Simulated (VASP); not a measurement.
The system is CuI.

```
Cu I
1.0
     0.00000    3.01204    3.01204
     3.01204    0.00000    3.01204
     3.01204    3.01204    0.00000
Cu I
1 1
Direct
  0.25000 0.25000 0.25000
  0.00000 0.00000 0.00000
```

Base run:

```yaml
Program: VASP 6.6.1
Functional: r2SCAN
Potentials_or_basis: VASP PAW PBE potentials, release 64 (Cu, I)
Cutoff: 520 eV
k_mesh: 8 × 8 × 8
Occupations: gaussian, width 0.01 eV
Spin: no spin polarisation
```

Its results: band gap on the k mesh 1.67 eV; pressure -0.1 GPa.

**Question.** The run is repeated on the same cell with these changes: functional from r2SCAN to PBE; occupations from gaussian, width 0.01 eV to fermi-dirac, width 0.02 eV. What comes out?

**Answer.** Band gap on the k mesh 1.20 eV; pressure 1.2 GPa.

Caveats: spin-orbit coupling is left out, which moves the levels of the heavy elements; the PAW data sets were made with another functional, which shifts forces and pressure a little (at least some runs).

